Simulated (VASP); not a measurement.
Sn:

```
Sn
1.0
    -1.72654    1.77555    2.33834
     1.72654   -1.77555    2.33834
     1.72654    1.77555   -2.33834
Sn
1
Direct
  0.00000 0.00000 0.00000
```

* Program: VASP 6.6.1
* Task: relaxation of cell and atoms
* Functional: PBEsol
* Potentials or basis: VASP PAW PBE potentials, release 64 (Sn_d)
* Cutoff: 600 eV
* k mesh: 11 × 11 × 11
* Occupations: fermi-dirac, width 0.05 eV
* Spin: no spin polarisation

At the start: pressure -3.6 GPa; volume 28.67 Å³/atom.

Problem. How do energy, volume and symmetry change on relaxing?

Solution. Over 14 steps the energy falls by 28.3 meV/atom and the volume is 26.59 Å³/atom (-7.2 %); space group Immm (No. 71, to 0.1 Å) before, I4/mmm (No. 139, to 0.1 Å).

Step by step:
```
step  energy change (eV)  largest force (eV/Å)  pressure (GPa)  volume (Å³)
   1              0.0000                0.0000           -3.60        28.67
   2             -0.0259                0.0000            1.09        26.08
   3             -0.0272                0.0000            0.13        26.51
   4             -0.0272                0.0000            0.01        26.55
   5             -0.0280                0.0000            0.01        26.57
   6             -0.0282                0.0000            0.01        26.59
   7             -0.0282                0.0000           -0.03        26.59
   8             -0.0282                0.0000           -0.05        26.59
   9             -0.0282                0.0000           -0.04        26.59
  10             -0.0282                0.0000           -0.05        26.59
  11             -0.0282                0.0000            0.00        26.56
  12             -0.0282                0.0000            0.10        26.49
  13             -0.0283                0.0000            0.10        26.54
  14             -0.0283                0.0000            0.00        26.59
```

Final structure:
```cif
data_structure
_symmetry_space_group_name_H-M 'P 1'
_symmetry_Int_Tables_number 1
_cell_length_a 3.3316
_cell_length_b 3.3316
_cell_length_c 3.3316
_cell_angle_alpha 118.847
_cell_angle_beta 118.796
_cell_angle_gamma 92.054
_cell_volume 26.59
loop_
_atom_site_label
_atom_site_type_symbol
_atom_site_fract_x
_atom_site_fract_y
_atom_site_fract_z
_atom_site_occupancy
Sn1 Sn 0.00000 0.00000 0.00000 1
```

Caveat: the PAW data sets were made with another functional, which shifts forces and pressure a little.
